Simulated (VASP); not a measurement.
Wanted: the native input for a VASP 6.6.1 run.

```yaml
Task: single point
Functional: r2SCAN
Potentials_or_basis: VASP PAW PBE potentials, release 64 (W_sv, C)
Cutoff: 520 eV
k_mesh: 21 × 21 × 18
Occupations: gaussian, width 0.15 eV
Spin: no spin polarisation
Dipole_correction: no
Further_INCAR_settings: ALGO = Normal; EDIFF = 1e-07; NBANDS = 16
```

Crystal: WC.

```
W C
1.0
     2.72948    0.00000    0.00000
    -1.36474    2.36380    0.00000
     0.00000    0.00000    3.19463
W C
1 1
Direct
  0.00000 0.00000 0.00000
  0.66667 0.33333 0.50000
```

This cell differs from its parent crystal: ratio of the length along z to the lengths across it x 1.2, volume and fractional coordinates fixed.

One way to write it, as run:

POSCAR

```
WC
1.0
    2.7294763531      0.0000000000      0.0000000000
   -1.3647381766      2.3637958608      0.0000000000
    0.0000000000      0.0000000000      3.1946291108
W C
1 1
Direct
    0.0000000000      0.0000000000      0.0000000000
    0.6666666667      0.3333333333      0.5000000000
```

INCAR.step1

```
SYSTEM = WC
PREC = Accurate
ENCUT = 520
ISMEAR = 0
SIGMA = 0.15
LREAL = .False.
LASPH = .True.
NELM = 100
NBANDS = 16
GGA = PE
ALGO = Normal
EDIFF = 1E-4
LWAVE = .True.
LCHARG = .False.
```

INCAR.step2

```
SYSTEM = WC
PREC = Accurate
ENCUT = 520
EDIFF = 1E-7
ISMEAR = 0
SIGMA = 0.15
LREAL = .False.
LASPH = .True.
NELM = 100
ALGO = Normal
ISIF = 2
LWAVE = .False.
LCHARG = .False.
METAGGA = R2SCAN
LMIXTAU = .True.
NBANDS = 16
ISTART = 1
```

KPOINTS

```
Automatic mesh
0
Gamma
  21 21 18
  0 0 0
```

Potentials or basis: VASP PAW PBE potentials, release 64 (W_sv, C).

Launch:

```console
$ cat potpaw_PBE.64/W_sv/POTCAR potpaw_PBE.64/C/POTCAR > POTCAR
$ cp INCAR.step1 INCAR
$ mpirun -np 1 vasp_std > vasp.out
$ cp INCAR.step2 INCAR
$ mpirun -np 1 vasp_std > vasp.out
```

It gave:

```
Pressure               : 8.0 GPa
Band gap on the k mesh : zero (band 9 reaches 11.79 eV, above the bottom of band 10 at 10.66 eV)
```

Caveat: the PAW data sets were made with another functional, which shifts forces and pressure a little; spin-orbit coupling is left out, which moves the levels of the heavy elements.

It took 4.8 min on 1 thread of Intel(R) Xeon(R) Platinum 8488C (Sapphire Rapids), with other jobs on the host, peak memory 0.26 GiB.
